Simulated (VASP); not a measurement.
# Sc3Al (Pm-3m) in VASP: single point with LDA

Aim: the single point of Sc3Al with LDA.

All numbers are computed with VASP 6.6.1; they aren't measurements. Logs are shortened: lines on timing, memory, paths and dates and some standing lists are left out, and cuts for length are marked.

### 1 The cell of the first run

The structure is cubic, space group Pm-3m (No. 221). The conventional cell has a = 4.432 Å, b = 4.432 Å, c = 4.432 Å, α = 90.00°, β = 90.00°, γ = 90.00°. Within 4.1 Å of Sc (site symmetry 4/mmm) lie 8 Sc at 3.13 Å and 4 Al at 3.13 Å. Within 4.1 Å of Al (site symmetry m-3m) lie 12 Sc at 3.13 Å.

### 2 Single point, LDA

INCAR

```
PREC = Accurate
ENCUT = 520
EDIFF = 1E-6
ISMEAR = -1
SIGMA = 0.1
LREAL = F
LASPH = T
NELM = 60
ALGO = Normal
ISIF = 2
LWAVE = F
LCHARG = T
LELF = T
LVHAR = T
NBANDS = 26
```

KPOINTS

```
regular mesh
0
Gamma
  5 5 5
```

POSCAR

```
Sc3Al
1.0
    4.4319880000      0.0000000000      0.0000000000
    0.0000000000      4.4319880000      0.0000000000
    0.0000000000      0.0000000000      4.4319880000
Sc Al
3 1
Direct
    0.5000000000      0.0000000000      0.5000000000
    0.0000000000      0.5000000000      0.5000000000
    0.5000000000      0.5000000000      0.0000000000
    0.0000000000      0.0000000000      0.0000000000
```

Potentials or basis: VASP PAW LDA potentials, release 64 (Sc_sv, Al).

Started as:

```sh
> cat potpaw_LDA.64/Sc_sv/POTCAR potpaw_LDA.64/Al/POTCAR > POTCAR
> mpirun -np 1 vasp_std > vasp.out
```

OUTCAR:

```text
PREC = Accurate
   ENCUT = 520
   EDIFF = 1E-6
   ISMEAR = -1
   LREAL = F
   LASPH = T
   NELM = 60
   ISIF = 2

 ion  position               nearest neighbor table
   1  0.500  0.000  0.500-   2 3.13   3 3.13   4 3.13   3 3.13   4 3.13   2 3.13   3 3.13   3 3.13
                             2 3.13   4 3.13   4 3.13   2 3.13
   2  0.000  0.500  0.500-   1 3.13   3 3.13   4 3.13   3 3.13   4 3.13   1 3.13   4 3.13   4 3.13
                             1 3.13   3 3.13   3 3.13   1 3.13
   3  0.500  0.500  0.000-   1 3.13   2 3.13   4 3.13   1 3.13   2 3.13   1 3.13   4 3.13   1 3.13
                             2 3.13   4 3.13   2 3.13   4 3.13
   4  0.000  0.000  0.000-   1 3.13   2 3.13   3 3.13   1 3.13   2 3.13   2 3.13   3 3.13   2 3.13
                             1 3.13   3 3.13   1 3.13   3 3.13

  LATTYP: Found a simple cubic cell.
 ALAT       =     4.4319880000

  Lattice vectors:

 A1 = (   4.4319880000,   0.0000000000,   0.0000000000)
 A2 = (   0.0000000000,   4.4319880000,   0.0000000000)
 A3 = (   0.0000000000,   0.0000000000,   4.4319880000)

Analysis of symmetry for initial positions (statically):
=====================================================================
 Subroutine PRICEL returns:
 Original cell was already a primitive cell.

 Routine SETGRP: Setting up the symmetry group for a
 simple cubic supercell.

 Subroutine GETGRP returns: Found 48 space group operations
 (whereof 48 operations were pure point group operations)
 out of a pool of 48 trial point group operations.

The static configuration has the point symmetry O_h .

Analysis of symmetry for dynamics (positions and initial velocities):
=====================================================================
 Subroutine PRICEL returns:
 Original cell was already a primitive cell.

 Routine SETGRP: Setting up the symmetry group for a
 simple cubic supercell.

 Subroutine GETGRP returns: Found 48 space group operations
 (whereof 48 operations were pure point group operations)
 out of a pool of 48 trial point group operations.

The dynamic configuration has the point symmetry O_h .

 Subroutine INISYM returns: Found 48 space group operations
 (whereof 48 operations are pure point group operations),
 and found     1 'primitive' translations

----------------------------------------------------------------------------------------

                                     Primitive cell

  volume of cell :      87.0554

  direct lattice vectors                    reciprocal lattice vectors
     4.431988000  0.000000000  0.000000000     0.225632380  0.000000000  0.000000000
     0.000000000  4.431988000  0.000000000     0.000000000  0.225632380  0.000000000
     0.000000000  0.000000000  4.431988000     0.000000000  0.000000000  0.225632380

  length of vectors
     4.431988000  4.431988000  4.431988000     0.225632380  0.225632380  0.225632380

  position of ions in fractional coordinates (direct lattice)
     0.500000000  0.000000000  0.500000000
     0.000000000  0.500000000  0.500000000
     0.500000000  0.500000000  0.000000000
     0.000000000  0.000000000  0.000000000

  ion indices of the primitive-cell ions
   primitive index   ion index
                 1           1
                 2           2
                 3           3
                 4           4

----------------------------------------------------------------------------------------

 KPOINTS: regular mesh

Automatic generation of k-mesh.
 Grid dimensions read from file:
 generate k-points for:    5    5    5

 Generating k-lattice:

  Cartesian coordinates                     Fractional coordinates (reciprocal lattice)
     0.045126476  0.000000000  0.000000000     0.200000000  0.000000000  0.000000000
     0.000000000  0.045126476  0.000000000     0.000000000  0.200000000  0.000000000
     0.000000000  0.000000000  0.045126476     0.000000000  0.000000000  0.200000000

  Length of vectors
     0.045126476  0.045126476  0.045126476

  Shift w.r.t. Gamma in fractional coordinates (k-lattice)
     0.000000000  0.000000000  0.000000000

 Subroutine IBZKPT returns following result:
 ===========================================

 Found     10 irreducible k-points:

 Following reciprocal coordinates:
            Coordinates               Weight
  0.000000  0.000000  0.000000      1.000000
  0.200000  0.000000  0.000000      6.000000
  0.400000  0.000000  0.000000      6.000000
  0.200000  0.200000  0.000000     12.000000
  0.400000  0.200000  0.000000     24.000000
  0.400000  0.400000  0.000000     12.000000
  0.200000  0.200000  0.200000      8.000000
  0.400000  0.200000  0.200000     24.000000
  0.400000  0.400000  0.200000     24.000000
  0.400000  0.400000  0.400000      8.000000
   k-points           NKPTS =     10   k-points in BZ     NKDIM =     10   number of bands    NBANDS=     26
   number of dos      NEDOS =    301   number of ions     NIONS =      4
   total plane-waves  NPLWV =  46656
   dimension x,y,z NGX =    36 NGY =   36 NGZ =   36
   dimension x,y,z NGXF=    72 NGYF=   72 NGZF=   72
   ions per type =               3   1
   NGX,Y,Z   is equivalent  to a cutoff of  13.50, 13.50, 13.50 a.u.
   NGXF,Y,Z  is equivalent  to a cutoff of  27.01, 27.01, 27.01 a.u.
 SYSTEM =  unknown system
   PREC   = accura    normal or accurate (medium, high low for compatibility)
   ISTART =      0    job   : 0-new  1-cont  2-samecut
   ICHARG =      2    charge: 1-file 2-atom 10-const
   ISPIN  =      1    spin polarized calculation?
   LNONCOLLINEAR =      F non collinear calculations
   LSORBIT =      F    spin-orbit coupling
   LASPH  =      T    aspherical Exc in radial PAW
   ENCUT  =  520.0 eV  38.22 Ry    6.18 a.u.   8.24  8.24  8.24*2*pi/ulx,y,z
   NELM   =     60;   NELMIN=  2; NELMDL= -5     # of ELM steps
   EDIFF  = 0.1E-05   stopping-criterion for ELM
   LREAL  =      F    real-space projection
   EDIFFG = 0.1E-04   stopping-criterion for IOM
   NSW    =      0    number of steps for IOM
   IBRION =     -1    ionic relax: 0-MD 1-quasi-New 2-CG
   NFREE  =      0    steps in history (QN), initial steepest desc. (CG)
   ISIF   =      2    stress and relaxation
   ISYM   =      2    0-nonsym 1-usesym 2-fastsym
   POTIM  = 0.5000    time-step for ionic-motion
   TEBEG  =    0.0;   TEEND  =   0.0 temperature during run
   PSTRESS=    0.0 pullay stress
   NELECT =      36.0000    total number of electrons
   NUPDOWN=      -1.0000    fix difference up-down
   EMIN   =  10.00;   EMAX   =-10.00  energy-range for DOS
   EFERMI =   0.00;   METHOD = LEGACY
   ISMEAR =    -1;   SIGMA  =   0.10  broadening in eV -4-tet -1-fermi 0-gaus
   EFERMI_NEDOS =   21; number of points for ismear=-14 and -15
   IALGO  =     38    algorithm
   IMIX   =      4    mixing-type and parameters
     AMIX     =   0.40;   BMIX     =  1.00
     AMIX_MAG =   1.60;   BMIX_MAG =  1.00
  volume/ion in A,a.u.               =      21.76       146.87
  Fermi-wavevector in a.u.,A,eV,Ry     =   1.219674  2.304850 20.240089  1.487605
  Thomas-Fermi vector in A             =   2.354918
   LORBIT       =      0    0 simple, 1 ext, 2 COOP (PROOUT), +10 PAW based schemes
   GGA     = CA    functional components
   LHFCALC =     F    Hartree Fock is set to
   AEXX    =    0.0000 exact exchange contribution
   IVDW    =     0    specifies the selected vdW correction
   LEPSILON=     F    determine dielectric tensor
   LRPA    =     F    only Hartree local field effects (RPA)
 non-spin polarized calculation
  energy-cutoff  :      520.00
  volume of cell :       87.06
 maximum number of plane-waves:      2356
 NGX is ok and might be reduce to    36
   NGX = 17   NGY = 17   NGZ = 17

 number of electron      35.9999990 magnetization

 Free energy of the ion-electron system (eV)
  ---------------------------------------------------
  ext. energy  EPLUGINS =         0.00000000
  ---------------------------------------------------
  free energy    TOTEN  =       -25.44086410 eV

  energy without entropy =      -25.24024041  energy(sigma->0) =      -25.34055225

 E-fermi :   4.4473     XC(G=0): -10.3406

 val. band max:        4.4429333227   @ k =   0.2000   0.2000   0.0000
 cond. band min:       4.4736482478   @ k =   0.4000   0.0000   0.0000
 fundamental gap:      0.0307149251
 Fermi energy:         4.4473044104

 k-point     1 :       0.0000    0.0000    0.0000
  band No.  band energies     occupation
      1     -44.3537      2.00000
      2     -44.2494      2.00000
      3     -44.2494      2.00000
      4     -23.5016      2.00000
      5     -23.5016      2.00000
      6     -23.5016      2.00000
[... 18 lines left out ...]
     25       6.7730      0.00000
     26       7.9008      0.00000

 k-point     2 :       0.2000    0.0000    0.0000
  band No.  band energies     occupation
      1     -44.3450      2.00000
      2     -44.2581      2.00000
      3     -44.2493      2.00000
      4     -23.4799      2.00000
      5     -23.4799      2.00000
      6     -23.4676      2.00000
[... 18 lines left out ...]
     25       7.0916      0.00000
     26       7.5416      0.00000

 k-point     3 :       0.4000    0.0000    0.0000
  band No.  band energies     occupation
      1     -44.3246      2.00000
      2     -44.2784      2.00000
      3     -44.2492      2.00000
      4     -23.4349      2.00000
      5     -23.4349      2.00000
      6     -23.3756      2.00000
[... 18 lines left out ...]
     25       6.9459      0.00000
     26       6.9723      0.00000

 k-point     4 :       0.2000    0.2000    0.0000
  band No.  band energies     occupation
      1     -44.3369      2.00000
      2     -44.2613      2.00000
      3     -44.2540      2.00000
      4     -23.4940      2.00000
      5     -23.4574      2.00000
      6     -23.4107      2.00000
[... 18 lines left out ...]
     25       7.1425      0.00000
     26       7.2917      0.00000

 k-point     5 :       0.4000    0.2000    0.0000
  band No.  band energies     occupation
      1     -44.3177      2.00000
      2     -44.2785      2.00000
      3     -44.2556      2.00000
      4     -23.4621      2.00000
      5     -23.4094      2.00000
      6     -23.3755      2.00000
[... 18 lines left out ...]
     25       7.1711      0.00000
     26       7.2438      0.00000

 k-point     6 :       0.4000    0.4000    0.0000
  band No.  band energies     occupation
      1     -44.3008      2.00000
      2     -44.2805      2.00000
      3     -44.2701      2.00000
      4     -23.4756      2.00000
      5     -23.4401      2.00000
      6     -23.3477      2.00000
[... 18 lines left out ...]
     25       6.6521      0.00000
     26       6.9076      0.00000

 k-point     7 :       0.2000    0.2000    0.2000
  band No.  band energies     occupation
      1     -44.3296      2.00000
      2     -44.2612      2.00000
      3     -44.2612      2.00000
      4     -23.5222      2.00000
      5     -23.4015      2.00000
      6     -23.4015      2.00000
[... 18 lines left out ...]
     25       6.9663      0.00000
     26       7.3761      0.00000

 k-point     8 :       0.4000    0.2000    0.2000
  band No.  band energies     occupation
      1     -44.3120      2.00000
      2     -44.2785      2.00000
      3     -44.2610      2.00000
      4     -23.5137      2.00000
      5     -23.3920      2.00000
      6     -23.3827      2.00000
[... 18 lines left out ...]
     25       6.8819      0.00000
     26       7.0495      0.00000

 k-point     9 :       0.4000    0.4000    0.2000
  band No.  band energies     occupation
      1     -44.2978      2.00000
      2     -44.2804      2.00000
      3     -44.2729      2.00000
      4     -23.5457      2.00000
      5     -23.4473      2.00000
      6     -23.3857      2.00000
[... 18 lines left out ...]
     25       6.7623      0.00000
     26       6.8090      0.00000

 k-point    10 :       0.4000    0.4000    0.4000
  band No.  band energies     occupation
      1     -44.2901      2.00000
      2     -44.2802      2.00000
      3     -44.2802      2.00000
      4     -23.6146      2.00000
      5     -23.4490      2.00000
      6     -23.4458      2.00000
[... 18 lines left out ...]
     25       6.7303      0.00000
     26       6.7323      0.00000

------------------------ aborting loop because EDIFF is reached ----------------------------------------

  FORCE on cell =-STRESS in cart. coord.  units (eV):
  Direction    XX          YY          ZZ          XY          YZ          ZX
  --------------------------------------------------------------------------------------
  -------------------------------------------------------------------------------------
  Total       -2.5862531     -2.5862531     -2.5862531      0.0000000      0.0000000      0.0000000
  in kB      -47.5976911    -47.5976911    -47.5976911      0.0000000      0.0000000      0.0000000
  external PRESSURE =     -47.5976911 kB  Pullay stress =       0.0000000 kB

 VOLUME and BASIS-vectors are now :
 -----------------------------------------------------------------------------
  energy-cutoff  :      520.00
  volume of cell :       87.06
      direct lattice vectors                 reciprocal lattice vectors
     4.431988000  0.000000000  0.000000000     0.225632380  0.000000000  0.000000000
     0.000000000  4.431988000  0.000000000     0.000000000  0.225632380  0.000000000
     0.000000000  0.000000000  4.431988000     0.000000000  0.000000000  0.225632380

 POSITION                                       TOTAL-FORCE (eV/Angst)
 -----------------------------------------------------------------------------------
      2.21599      0.00000      2.21599         0.000000      0.000000      0.000000
      0.00000      2.21599      2.21599         0.000000      0.000000      0.000000
      2.21599      2.21599      0.00000         0.000000      0.000000      0.000000
      0.00000      0.00000      0.00000         0.000000      0.000000      0.000000
 -----------------------------------------------------------------------------------
    total drift:                                0.000000      0.000000      0.000000

  FREE ENERGIE OF THE ION-ELECTRON SYSTEM (eV)
  ---------------------------------------------------
  free  energy   TOTEN  =       -25.4408641007 eV

  energy  without entropy=      -25.2402404056  energy(sigma->0) =      -25.34055225
```

It took 55 s on 1 thread of Intel Xeon 8259CL, shared host; peak memory 0.17 GiB.

What came out:

```
Free energy            : -25.4409 eV
Pressure               : -4.8 GPa
Band gap on the k mesh : zero (band 18 reaches 4.67 eV, above the bottom of band 19 at 3.91 eV)
```

Levels at points of the mesh, in eV from the Fermi level:
| k point | band 14 | band 15 | band 16 | band 17 | band 18 | band 19 | band 20 | band 21 | band 22 | band 23 |
| --- | --- | --- | --- | --- | --- | --- | --- | --- | --- | --- |
| (0.00, 0.00, 0.00) | -2.45 | -0.99 | -0.99 | -0.40 | -0.40 | -0.40 | 0.69 | 0.69 | 0.69 | 2.33 |
